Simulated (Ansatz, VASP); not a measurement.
Sn in VASP and in Ansatz

Contents of INCAR:

```
SYSTEM = Sn
ALGO = Normal ; EDIFF = 1E-7
EDIFFG = -0.005 ; ENCUT = 600
GGA = PS ; IBRION = 2
ISIF = 3 ; ISMEAR = -1
LASPH = .TRUE. ; LCHARG = .FALSE.
LREAL = .FALSE. ; LWAVE = .FALSE.
NELM = 80 ; NSW = 100
PREC = Accurate ; SIGMA = 0.05
```

KPOINTS

```
k-points
0
G
  9 9 9
  0 0 0
```

The input POSCAR:

```
Sn
1.0
    0.0000000000      3.2006805386      3.2006805386
    3.2006805386      0.0000000000      3.2006805386
    3.2006805386      3.2006805386      0.0000000000
Sn
2
Direct
    0.0000000000      0.0000000000      0.0000000000
    0.2500000000      0.2500000000      0.2500000000
```

Input for Ansatz:

```yaml
crystal:
  lattice:
    - [0.0, 3.2006805386, 3.2006805386]
    - [3.2006805386, 0.0, 3.2006805386]
    - [3.2006805386, 3.2006805386, 0.0]
  atoms:
    - { symbol: Sn, position: [0.0, 0.0, 0.0] }
    - { symbol: Sn, position: [0.25, 0.25, 0.25] }
kpoints:
  mp_grid: { grid: [9, 9, 9] }
scf:
  occupations: { method: fermi_dirac, width: 0.05 }
hamiltonian:
  xc: pbesol
  pseudopotentials: { kind: paw }
output:
  forces: true
  stress: true
  efg: { contact_densities: true }
relax:
  f_tol: 0.005
  max_steps: 80
  cell: {}
```

Alike in both runs: task relaxation of cell and atoms; functional PBEsol; k mesh 9 × 9 × 9; occupations fermi-dirac, width 0.05 eV; no spin polarisation.

```csv
,VASP,Ansatz
version,VASP 6.6.1,Ansatz 0.2.0
potentials or method,"VASP PAW PBE potentials, release 64 (Sn_d)","PAW with Ansatz's default frozen-core files, scalar-relativistic"
plane-wave cutoff (eV),600,420
valence electrons in the cell,28,28
```

VASP gave:

| Item | Value |
| --- | --- |
| relaxed volume (Å³/atom) | 34.94 |
| relaxed cell length with the largest relative difference (Å) | 4.623 |

Q: What did Ansatz give for the same quantities?

A: Relaxed volume (Å³/atom): 34.99; relaxed cell length with the largest relative difference (Å): 4.626.

VASP's potentials were made for PBE, not for PBEsol.
